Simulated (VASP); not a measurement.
Input of a VASP 6.6.1 run:

File INCAR:

```
SYSTEM = Be
PREC = Accurate
ENCUT = 520
EDIFF = 1E-6
ISMEAR = -1
SIGMA = 0.05
LREAL = .False.
LASPH = .True.
NELM = 100
ALGO = Normal
ISIF = 2
LWAVE = .False.
LCHARG = .False.
GGA = PE
NBANDS = 12
```

KPOINTS

```
regular mesh
0
Gamma
  9 9 14
  0 0 0
```

File POSCAR:

```
Be
1.0
    3.7961198385      0.0000000000      0.0000000000
    0.0000000000      3.7961198385      0.0000000000
    0.0000000000      0.0000000000      2.3113002848
Be
4
Direct
    0.2974080000      0.2974080000      0.0000000000
    0.7025920000      0.7025920000      0.0000000000
    0.2025920000      0.7974080000      0.5000000000
    0.7974080000      0.2025920000      0.5000000000
```

Potentials or basis: VASP PAW PBE potentials, release 64 (Be).

The run is started by

```bash
$ cat potpaw_PBE.64/Be/POTCAR > POTCAR
$ mpirun -np 1 vasp_std > vasp.out
```

(1) Predict the largest force.

(2) What does it give for the pressure?

Results:

(1) 0.026 eV/Å.

(2) -4.3 GPa.
